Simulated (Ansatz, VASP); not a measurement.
## Two plane-wave programs on WSe2

File INCAR:

```
SYSTEM = WSe2
PREC = Accurate ; ENCUT = 520
EDIFF = 1E-6 ; ISMEAR = 0
SIGMA = 0.02 ; LREAL = .False.
LASPH = .True. ; NELM = 100
ALGO = Normal ; ISIF = 2
LWAVE = .False. ; LCHARG = .False.
GGA = PE ; IVDW = 12
NBANDS = 35
```

KPOINTS

```
Automatic mesh
0
Gamma
  12 12 2
  0 0 0
```

POSCAR

```
WSe2
1.0
    3.3775489838      0.0000000000      0.0000000000
   -1.6887744919      2.9250432225      0.0000000000
    0.0000000000      0.0000000000     12.6468028015
W Se
2 4
Direct
    0.6666666667      0.3333333333      0.2500000000
    0.3333333333      0.6666666667      0.7500000000
    0.3333333333      0.6666666667      0.3803493355
    0.6666666667      0.3333333333      0.8803493355
    0.3333333333      0.6666666667      0.1196506645
    0.6666666667      0.3333333333      0.6196506645
```

Input for Ansatz:

```yaml
crystal:
  lattice:
    - [3.3775489838, 0.0, 0.0]
    - [-1.6887744919, 2.9250432225, 0.0]
    - [0.0, 0.0, 12.6468028015]
  atoms:
    - { symbol: W, position: [0.6666666667, 0.3333333333, 0.25] }
    - { symbol: W, position: [0.3333333333, 0.6666666667, 0.75] }
    - { symbol: Se, position: [0.3333333333, 0.6666666667, 0.3803493355] }
    - { symbol: Se, position: [0.6666666667, 0.3333333333, 0.8803493355] }
    - { symbol: Se, position: [0.3333333333, 0.6666666667, 0.1196506645] }
    - { symbol: Se, position: [0.6666666667, 0.3333333333, 0.6196506645] }
basis:
  ecutwfc: 420
kpoints:
  mp_grid: { grid: [12, 12, 2] }
  band_path: { path: [VBM, CBM], npoints: 2 }
hamiltonian:
  xc: pbe
  dispersion: d3bj
scf:
  occupations: { method: gaussian, width: 0.02 }
output:
  forces: true
  stress: true
  eigenvalues: true
checkpoint:
  read: start.run
  write: ck
  compress: false
  write_wavefunctions: false
  write_every: 100000
```

Alike in both runs: task single point; functional PBE; dispersion D3(BJ); k mesh 12 × 12 × 2; occupations gaussian, width 0.02 eV; no spin polarisation.

|  | VASP | Ansatz |
| --- | --- | --- |
| version | VASP 6.6.1 | Ansatz 0.2.0 |
| potentials or method | VASP PAW PBE potentials, release 64 (W_sv, Se), cutoff 520 eV | scalar-relativistic, plane waves, PAW |
| valence electrons in the cell | 52 | 92 |

Ansatz gave:

- gap on the k mesh at the Fermi level (eV): 0.81
- least direct gap on the mesh (eV): 1.23
- pressure (GPa): -4.2
- traceless stress, the component that is largest in VASP (GPa): 4.19
- rms of the force components (eV/Å): 0.000

Question: Which values does VASP return?

Answer: gap on the k mesh at the Fermi level (eV): 0.80; least direct gap on the mesh (eV): 1.23; pressure (GPa): -3.9; traceless stress, the component that is largest in VASP (GPa): 4.25; rms of the force components (eV/Å): 0.020.

Atom by atom the forces differ by 0.020 eV/Å (rms over components). VASP's potentials hold 52 valence electrons a cell and Ansatz's 92, so a difference there can come from the potentials and not from the codes.

Spin-orbit coupling is off throughout.
